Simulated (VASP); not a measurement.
HfSiO4: single point with PBE

Crystal: HfSiO4.

```
Hf Si O
1.0
     0.00000    4.12785    4.12785
     4.12785    0.00000    4.12785
     4.12785    4.12785    0.00000
Hf Si O
1 1 4
Direct
  0.00000 0.00000 0.00000
  0.75000 0.75000 0.75000
  0.86417 0.86417 0.40749
  0.86417 0.40749 0.86417
  0.40749 0.86417 0.86417
  0.86417 0.86417 0.86417
```

```
Program                : VASP 6.6.1
Task                   : single point
Functional             : PBE
Potentials or basis    : VASP PAW PBE potentials, release 64 (Hf_pv, Si, O)
Cutoff                 : 520 eV
k mesh                 : 6 × 6 × 6
Occupations            : gaussian, width 0.02 eV
Spin                   : no spin polarisation
Dipole correction      : no
Further INCAR settings : ALGO = Normal; EDIFF = 1e-06; NBANDS = 28
```

- Pressure: -0.4 GPa
- Largest force: 0.196 eV/Å
- Band gap on the k mesh: 4.77 eV, indirect (the least direct gap lies 3.3 meV higher)

Forces in eV/Å, atoms in the order of the input:
```
Hf   0.000  0.000  0.000
Si   0.000  0.000  0.000
O   -0.113 -0.113  0.113
O   -0.113  0.113 -0.113
O    0.113 -0.113 -0.113
O    0.113  0.113  0.113
```

Levels at points of the mesh, in eV from the valence-band top:
| k point | band 17 | band 18 | band 19 | band 20 | band 21 | band 22 |
| --- | --- | --- | --- | --- | --- | --- |
| (0.00, 0.00, 0.00) | 0.00 | 0.00 | 0.00 | 4.77 | 6.44 | 6.44 |
| (0.50, 0.00, 0.00) | -0.77 | -0.77 | 0.00 | 6.16 | 6.56 | 6.56 |
| (0.50, 0.50, 0.00) | -1.26 | -0.43 | -0.43 | 6.07 | 6.44 | 7.08 |

Wall time 43 s on 1 thread of Intel(R) Xeon(R) 6975P-C (Granite Rapids), on a shared host, peak memory 0.34 GiB.

Caveat: spin-orbit coupling is left out, which moves the levels of the heavy elements. A k mesh can miss the band edges.
